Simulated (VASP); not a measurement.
Wanted: the native input for a VASP 6.6.1 run.

```yaml
Task: single point
Functional: r2SCAN
Potentials_or_basis: VASP PAW PBE potentials, release 64 (Ba_sv, F_h)
Cutoff: 1490 eV
k_mesh: 6 × 6 × 6
Occupations: gaussian, width 0.05 eV
Spin: no spin polarisation
Dipole_correction: no
Further_INCAR_settings: ALGO = Normal; EDIFF = 1e-06; NBANDS = 19
```

The system is BaF2.

```xyz
3
Lattice="0.0000 2.9450 2.9450 2.9450 0.0000 2.9450 2.9450 2.9450 0.0000" Properties=species:S:1:pos:R:3 pbc="T T T"
Ba    0.0000    0.0000    0.0000
F     1.4725    1.4725    1.4725
F     4.4176    4.4176    4.4176
```

This cell differs from its parent crystal: strain -0.050 along x and y, -0.050 along z.

The input as run:

POSCAR

```
BaF2
1.0
    0.0000000000      2.9450475000      2.9450475000
    2.9450475000      0.0000000000      2.9450475000
    2.9450475000      2.9450475000      0.0000000000
Ba F
1 2
Direct
    0.0000000000      0.0000000000      0.0000000000
    0.2500000000      0.2500000000      0.2500000000
    0.7500000000      0.7500000000      0.7500000000
```

INCAR.step1

```
SYSTEM = BaF2
ALGO = Normal ; EDIFF = 1E-5
ENCUT = 1490 ; GGA = PE
GGA_COMPAT = .False. ; ISMEAR = 0
LASPH = .True. ; LCHARG = .False.
LREAL = .False. ; LWAVE = .True.
NBANDS = 19 ; NELM = 120
PREC = Accurate ; SIGMA = 0.05
```

INCAR.step2

```
SYSTEM = BaF2
ALGO = Normal ; EDIFF = 1E-6
ENCUT = 1490 ; GGA_COMPAT = .False.
ISIF = 2 ; ISMEAR = 0
ISTART = 1 ; LASPH = .True.
LCHARG = .False. ; LMIXTAU = .True.
LREAL = .False. ; LWAVE = .False.
METAGGA = R2SCAN ; NBANDS = 19
NELM = 120 ; PREC = Accurate
SIGMA = 0.05
```

KPOINTS

```
k-points
0
Gamma
  6 6 6
  0 0 0
```

Potentials or basis: VASP PAW PBE potentials, release 64 (Ba_sv, F_h).

Command:

```sh
$ cat potpaw_PBE.64/Ba_sv/POTCAR potpaw_PBE.64/F_h/POTCAR > POTCAR
$ cp INCAR.step1 INCAR
$ mpirun -np 1 vasp_std > vasp.out
$ cp INCAR.step2 INCAR
$ mpirun -np 1 vasp_std > vasp.out
```

It gave:

```
Pressure               : 15.2 GPa
Band gap on the k mesh : 7.92 eV (least direct gap 8.07 eV)
```

Caveat: the cell differs from its parent crystal (strain -0.050 along x and y, -0.050 along z); the cell stands under pressure; the PAW data sets were made with another functional, which shifts forces and pressure a little; spin-orbit coupling is left out, which moves the levels of the heavy elements.

Wall time 5.8 min on 1 thread of AMD EPYC 7R13 Processor (Zen 3) (shared host), peak memory 0.46 GiB.
